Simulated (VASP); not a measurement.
# BaZrO3 (Pm-3m) in VASP: further runs

BaZrO3 is run at these levels: PBE, r2SCAN; tasks: single point.

Everything below comes from runs of VASP 6.6.1. Logs are shortened: lines on timing, memory, paths and dates and some standing lists are left out, and cuts for length are marked.

## (1) The cell of the first run

It takes space group Pm-3m (No. 221, cubic). Conventional cell: a = 4.205 Å, b = 4.205 Å, c = 4.205 Å, α = 90.00°, β = 90.00°, γ = 90.00°. Within 3.9 Å of Ba (site symmetry m-3m) lie 12 O at 2.97 Å and 8 Zr at 3.64 Å. Within 2.8 Å of Zr (site symmetry m-3m) lie 6 O at 2.10 Å. Within 2.8 Å of O (site symmetry 4/mmm) lie 2 Zr at 2.10 Å.

## (2) Single point, PBE

The input, INCAR:

```
SYSTEM = BaZrO3
ALGO = Normal
EDIFF = 1E-6
ENCUT = 520
GGA = PE
ISIF = 2
ISMEAR = -1
LASPH = .True.
LCHARG = .True.
LELF = .True.
LREAL = .False.
LVHAR = .True.
LWAVE = .False.
NBANDS = 28
NELM = 80
PREC = Accurate
SIGMA = 0.02
```

The input, KPOINTS:

```
k-points
0
Gamma
  6 6 6
  0 0 0
```

The input, POSCAR:

```
BaZrO3
1.0
    4.2053404461      0.0000000000      0.0000000000
    0.0000000000      4.2053404461      0.0000000000
    0.0000000000      0.0000000000      4.2053404461
Ba Zr O
1 1 3
Direct
    0.0000000000      0.0000000000      0.0000000000
    0.5000000000      0.5000000000      0.5000000000
    0.5000000000      0.0000000000      0.5000000000
    0.5000000000      0.5000000000      0.0000000000
    0.0000000000      0.5000000000      0.5000000000
```

Potentials or basis: VASP PAW PBE potentials, release 64 (Ba_sv, Zr_sv, O).

Started as:

```console
$ cat potpaw_PBE.64/Ba_sv/POTCAR potpaw_PBE.64/Zr_sv/POTCAR potpaw_PBE.64/O/POTCAR > POTCAR
$ mpirun -np 1 vasp_std > vasp.out
```

OUTCAR:

```text
SYSTEM = BaZrO3
   EDIFF = 1E-6
   ENCUT = 520
   GGA = PE
   ISIF = 2
   ISMEAR = -1
   LASPH = .True.
   LREAL = .False.
   NELM = 80
   PREC = Accurate

 ion  position               nearest neighbor table
   1  0.000  0.000  0.000-   3 2.97   4 2.97   5 2.97   3 2.97   5 2.97   4 2.97   5 2.97   5 2.97
                             3 2.97   4 2.97   3 2.97   4 2.97   2 3.64   2 3.64   2 3.64   2 3.64
   2  0.500  0.500  0.500-   3 2.10   4 2.10   5 2.10   4 2.10   3 2.10   5 2.10   1 3.64   1 3.64
                             1 3.64   1 3.64   1 3.64   1 3.64   1 3.64   1 3.64
   3  0.500  0.000  0.500-   2 2.10   2 2.10   1 2.97   1 2.97   1 2.97   1 2.97
   4  0.500  0.500  0.000-   2 2.10   2 2.10   1 2.97   1 2.97   1 2.97   1 2.97
   5  0.000  0.500  0.500-   2 2.10   2 2.10   1 2.97   1 2.97   1 2.97   1 2.97

  LATTYP: Found a simple cubic cell.
 ALAT       =     4.2053404461

  Lattice vectors:

 A1 = (   4.2053404461,   0.0000000000,   0.0000000000)
 A2 = (   0.0000000000,   4.2053404461,   0.0000000000)
 A3 = (   0.0000000000,   0.0000000000,   4.2053404461)

Analysis of symmetry for initial positions (statically):
=====================================================================
 Subroutine PRICEL returns:
 Original cell was already a primitive cell.

 Routine SETGRP: Setting up the symmetry group for a
 simple cubic supercell.

 Subroutine GETGRP returns: Found 48 space group operations
 (whereof 48 operations were pure point group operations)
 out of a pool of 48 trial point group operations.

The static configuration has the point symmetry O_h .

Analysis of symmetry for dynamics (positions and initial velocities):
=====================================================================
 Subroutine PRICEL returns:
 Original cell was already a primitive cell.

 Routine SETGRP: Setting up the symmetry group for a
 simple cubic supercell.

 Subroutine GETGRP returns: Found 48 space group operations
 (whereof 48 operations were pure point group operations)
 out of a pool of 48 trial point group operations.

The dynamic configuration has the point symmetry O_h .

 Subroutine INISYM returns: Found 48 space group operations
 (whereof 48 operations are pure point group operations),
 and found     1 'primitive' translations

----------------------------------------------------------------------------------------

                                     Primitive cell

  volume of cell :      74.3710

  direct lattice vectors                    reciprocal lattice vectors
     4.205340446  0.000000000  0.000000000     0.237792876  0.000000000  0.000000000
     0.000000000  4.205340446  0.000000000     0.000000000  0.237792876  0.000000000
     0.000000000  0.000000000  4.205340446     0.000000000  0.000000000  0.237792876

  length of vectors
     4.205340446  4.205340446  4.205340446     0.237792876  0.237792876  0.237792876

  position of ions in fractional coordinates (direct lattice)
     0.000000000  0.000000000  0.000000000
     0.500000000  0.500000000  0.500000000
     0.500000000  0.000000000  0.500000000
     0.500000000  0.500000000  0.000000000
     0.000000000  0.500000000  0.500000000

  ion indices of the primitive-cell ions
   primitive index   ion index
                 1           1
                 2           2
                 3           3
                 4           4
                 5           5

----------------------------------------------------------------------------------------

 KPOINTS: k-points

Automatic generation of k-mesh.
 Grid dimensions read from file:
 generate k-points for:    6    6    6

 Generating k-lattice:

  Cartesian coordinates                     Fractional coordinates (reciprocal lattice)
     0.039632146  0.000000000  0.000000000     0.166666667  0.000000000  0.000000000
     0.000000000  0.039632146  0.000000000     0.000000000  0.166666667  0.000000000
     0.000000000  0.000000000  0.039632146     0.000000000  0.000000000  0.166666667

  Length of vectors
     0.039632146  0.039632146  0.039632146

  Shift w.r.t. Gamma in fractional coordinates (k-lattice)
     0.000000000  0.000000000  0.000000000

 Subroutine IBZKPT returns following result:
 ===========================================

 Found     20 irreducible k-points:

 Following reciprocal coordinates:
            Coordinates               Weight
  0.000000  0.000000  0.000000      1.000000
  0.166667  0.000000  0.000000      6.000000
  0.333333  0.000000  0.000000      6.000000
  0.500000  0.000000  0.000000      3.000000
  0.166667  0.166667  0.000000     12.000000
  0.333333  0.166667  0.000000     24.000000
[... 12 lines left out ...]
  0.500000  0.500000  0.333333      6.000000
  0.500000  0.500000  0.500000      1.000000
   k-points           NKPTS =     20   k-points in BZ     NKDIM =     20   number of bands    NBANDS=     28
   number of dos      NEDOS =    301   number of ions     NIONS =      5
   total plane-waves  NPLWV =  32768
   dimension x,y,z NGX =    32 NGY =   32 NGZ =   32
   dimension x,y,z NGXF=    64 NGYF=   64 NGZF=   64
   ions per type =               1   1   3
   NGX,Y,Z   is equivalent  to a cutoff of  12.65, 12.65, 12.65 a.u.
   NGXF,Y,Z  is equivalent  to a cutoff of  25.30, 25.30, 25.30 a.u.
 SYSTEM =  BaZrO3
   PREC   = accura    normal or accurate (medium, high low for compatibility)
   ISTART =      0    job   : 0-new  1-cont  2-samecut
   ICHARG =      2    charge: 1-file 2-atom 10-const
   ISPIN  =      1    spin polarized calculation?
   LNONCOLLINEAR =      F non collinear calculations
   LSORBIT =      F    spin-orbit coupling
   LASPH  =      T    aspherical Exc in radial PAW
   ENCUT  =  520.0 eV  38.22 Ry    6.18 a.u.   7.82  7.82  7.82*2*pi/ulx,y,z
   NELM   =     80;   NELMIN=  2; NELMDL= -5     # of ELM steps
   EDIFF  = 0.1E-05   stopping-criterion for ELM
   LREAL  =      F    real-space projection
   EDIFFG = 0.1E-04   stopping-criterion for IOM
   NSW    =      0    number of steps for IOM
   IBRION =     -1    ionic relax: 0-MD 1-quasi-New 2-CG
   NFREE  =      0    steps in history (QN), initial steepest desc. (CG)
   ISIF   =      2    stress and relaxation
   ISYM   =      2    0-nonsym 1-usesym 2-fastsym
   POTIM  = 0.5000    time-step for ionic-motion
   TEBEG  =    0.0;   TEEND  =   0.0 temperature during run
   PSTRESS=    0.0 pullay stress
   NELECT =      40.0000    total number of electrons
   NUPDOWN=      -1.0000    fix difference up-down
   EMIN   =  10.00;   EMAX   =-10.00  energy-range for DOS
   EFERMI =   0.00;   METHOD = LEGACY
   ISMEAR =    -1;   SIGMA  =   0.02  broadening in eV -4-tet -1-fermi 0-gaus
   EFERMI_NEDOS =   21; number of points for ismear=-14 and -15
   IALGO  =     38    algorithm
   IMIX   =      4    mixing-type and parameters
     AMIX     =   0.40;   BMIX     =  1.00
     AMIX_MAG =   1.60;   BMIX_MAG =  1.00
  volume/ion in A,a.u.               =      14.87       100.38
  Fermi-wavevector in a.u.,A,eV,Ry     =   1.331354  2.515895 24.116387  1.772504
  Thomas-Fermi vector in A             =   2.460372
   LORBIT       =      0    0 simple, 1 ext, 2 COOP (PROOUT), +10 PAW based schemes
   GGA     = PE    functional components
   LHFCALC =     F    Hartree Fock is set to
   AEXX    =    0.0000 exact exchange contribution
   IVDW    =     0    specifies the selected vdW correction
   LEPSILON=     F    determine dielectric tensor
   LRPA    =     F    only Hartree local field effects (RPA)
 non-spin polarized calculation
  energy-cutoff  :      520.00
  volume of cell :       74.37
 maximum number of plane-waves:      2016
 NGX is ok and might be reduce to    32
   NGX = 15   NGY = 15   NGZ = 15

 number of electron      39.9999994 magnetization

 Free energy of the ion-electron system (eV)
  ---------------------------------------------------
  ext. energy  EPLUGINS =         0.00000000
  ---------------------------------------------------
  free energy    TOTEN  =       -41.70660972 eV

  energy without entropy =      -41.70660972  energy(sigma->0) =      -41.70660972

 E-fermi :   4.1906     XC(G=0): -10.7208

 val. band max:        3.7181937028   @ k =   0.5000   0.5000   0.5000
 cond. band min:       6.8852933841   @ k =   0.0000   0.0000   0.0000
 fundamental gap:      3.1670996814
 Fermi energy:         4.1906058477

 k-point     1 :       0.0000    0.0000    0.0000
  band No.  band energies     occupation
      1     -43.3636      2.00000
      2     -21.6288      2.00000
      3     -21.5112      2.00000
      4     -21.5112      2.00000
      5     -21.5112      2.00000
      6     -12.6364      2.00000
[... 20 lines left out ...]
     27      11.0596      0.00000
     28      11.0596      0.00000

 k-point     2 :       0.1667    0.0000    0.0000
  band No.  band energies     occupation
      1     -43.3628      2.00000
      2     -21.7082      2.00000
      3     -21.5096      2.00000
      4     -21.5096      2.00000
      5     -21.4782      2.00000
      6     -12.6400      2.00000
[... 20 lines left out ...]
     27      11.0604      0.00000
     28      11.8488      0.00000

 k-point     3 :       0.3333    0.0000    0.0000
  band No.  band energies     occupation
      1     -43.3613      2.00000
      2     -21.8357      2.00000
      3     -21.5063      2.00000
      4     -21.5063      2.00000
      5     -21.4387      2.00000
      6     -12.7385      2.00000
[... 20 lines left out ...]
     27      11.2733      0.00000
     28      11.4625      0.00000

 k-point     4 :       0.5000    0.0000    0.0000
  band No.  band energies     occupation
      1     -43.3604      2.00000
      2     -21.8939      2.00000
      3     -21.5047      2.00000
      4     -21.5047      2.00000
      5     -21.4224      2.00000
      6     -12.7952      2.00000
[... 454 lines left out ...]
     27      11.9163      0.00000
     28      12.5956      0.00000

 k-point    19 :       0.5000    0.5000    0.3333
  band No.  band energies     occupation
      1     -43.3550      2.00000
      2     -21.7361      2.00000
      3     -21.7361      2.00000
      4     -21.6774      2.00000
      5     -21.5142      2.00000
      6     -11.7231      2.00000
[... 20 lines left out ...]
     27      12.1742      0.00000
     28      12.9157      0.00000

 k-point    20 :       0.5000    0.5000    0.5000
  band No.  band energies     occupation
      1     -43.3542      2.00000
      2     -21.7339      2.00000
      3     -21.7339      2.00000
      4     -21.7339      2.00000
      5     -21.5056      2.00000
      6     -11.4497      2.00000
[... 20 lines left out ...]
     27      12.7962      0.00000
     28      12.7962      0.00000

------------------------ aborting loop because EDIFF is reached ----------------------------------------

  FORCE on cell =-STRESS in cart. coord.  units (eV):
  Direction    XX          YY          ZZ          XY          YZ          ZX
  --------------------------------------------------------------------------------------
  -------------------------------------------------------------------------------------
  Total        1.5846888      1.5846888      1.5846888      0.0000000      0.0000000     -0.0000000
  in kB       34.1390239     34.1390239     34.1390239      0.0000000      0.0000000     -0.0000000
  external PRESSURE =      34.1390239 kB  Pullay stress =       0.0000000 kB

 VOLUME and BASIS-vectors are now :
 -----------------------------------------------------------------------------
  energy-cutoff  :      520.00
  volume of cell :       74.37
      direct lattice vectors                 reciprocal lattice vectors
     4.205340446  0.000000000  0.000000000     0.237792876  0.000000000  0.000000000
     0.000000000  4.205340446  0.000000000     0.000000000  0.237792876  0.000000000
     0.000000000  0.000000000  4.205340446     0.000000000  0.000000000  0.237792876

 POSITION                                       TOTAL-FORCE (eV/Angst)
 -----------------------------------------------------------------------------------
      0.00000      0.00000      0.00000         0.000000      0.000000      0.000000
      2.10267      2.10267      2.10267         0.000000      0.000000      0.000000
      2.10267      0.00000      2.10267         0.000000      0.000000      0.000000
      2.10267      2.10267      0.00000         0.000000      0.000000      0.000000
      0.00000      2.10267      2.10267         0.000000      0.000000      0.000000
 -----------------------------------------------------------------------------------
    total drift:                                0.000000     -0.000000     -0.000000

  FREE ENERGIE OF THE ION-ELECTRON SYSTEM (eV)
  ---------------------------------------------------
  free  energy   TOTEN  =       -41.7066097159 eV

  energy  without entropy=      -41.7066097159  energy(sigma->0) =      -41.70660972
```

Wall time 42 s (1 thread of Intel Xeon 8259CL, shared host); peak memory 0.2 GiB.

What came out:

| Item | Value |
| --- | --- |
| Free energy | -41.7066 eV |
| Pressure | 3.4 GPa |
| Band gap on the k mesh | 3.17 eV (least direct gap 3.40 eV) |

Caveat: the cell stands under pressure; spin-orbit coupling is left out, which moves the levels of the heavy elements. A k mesh can miss the band edges.

## (3) Single point, r2SCAN

POSCAR is that of step 2.

The input, INCAR.step1:

```
SYSTEM = BaZrO3
PREC = Accurate
ENCUT = 520
ISMEAR = 0
SIGMA = 0.01
LREAL = .False.
LASPH = .True.
NELM = 100
NBANDS = 28
GGA = PE
ALGO = Normal
EDIFF = 1E-4
LWAVE = .True.
LCHARG = .False.
```

The input, INCAR.step2:

```
SYSTEM = BaZrO3
PREC = Accurate
ENCUT = 520
EDIFF = 1E-6
ISMEAR = 0
SIGMA = 0.01
LREAL = .False.
LASPH = .True.
NELM = 100
ALGO = Normal
ISIF = 2
LWAVE = .False.
LCHARG = .False.
METAGGA = R2SCAN
LMIXTAU = .True.
NBANDS = 28
ISTART = 1
```

The input, KPOINTS:

```
regular mesh
0
Gamma
  6 6 6
  0 0 0
```

Potentials or basis: VASP PAW PBE potentials, release 64 (Ba_sv, Zr_sv, O).

Started as:

```console
$ cat potpaw_PBE.64/Ba_sv/POTCAR potpaw_PBE.64/Zr_sv/POTCAR potpaw_PBE.64/O/POTCAR > POTCAR
$ cp INCAR.step1 INCAR
$ mpirun -np 1 vasp_std > vasp.out
$ cp INCAR.step2 INCAR
$ mpirun -np 1 vasp_std > vasp.out
```

Run time: 2.2 min. Hardware: 1 thread of Intel Xeon 8259CL, shared host; peak memory 0.21 GiB.

The run converged. Its results:

```
Free energy            : -85.1057 eV
Pressure               : 1.0 GPa
Band gap on the k mesh : 3.68 eV (least direct gap 3.93 eV)
```

Levels at points of the mesh, in eV from the valence-band top:
```csv
k point,band 17,band 18,band 19,band 20,band 21,band 22,band 23,band 24
"(0.00, 0.00, 0.00)",-1.00,-0.26,-0.26,-0.26,3.68,3.68,3.68,5.15
"(0.50, 0.00, 0.00)",-1.71,-1.66,-0.50,-0.50,4.11,6.16,6.16,6.93
"(0.50, 0.50, 0.00)",-0.94,-0.94,-0.85,-0.07,6.13,6.13,6.93,7.08
"(0.50, 0.50, 0.50)",-2.55,0.00,0.00,0.00,6.58,6.58,6.58,7.46
```

Caveat: the PAW data sets were made with another functional, which shifts forces and pressure a little; spin-orbit coupling is left out, which moves the levels of the heavy elements. A k mesh can miss the band edges.

(Part 1 of 2 ends here.)
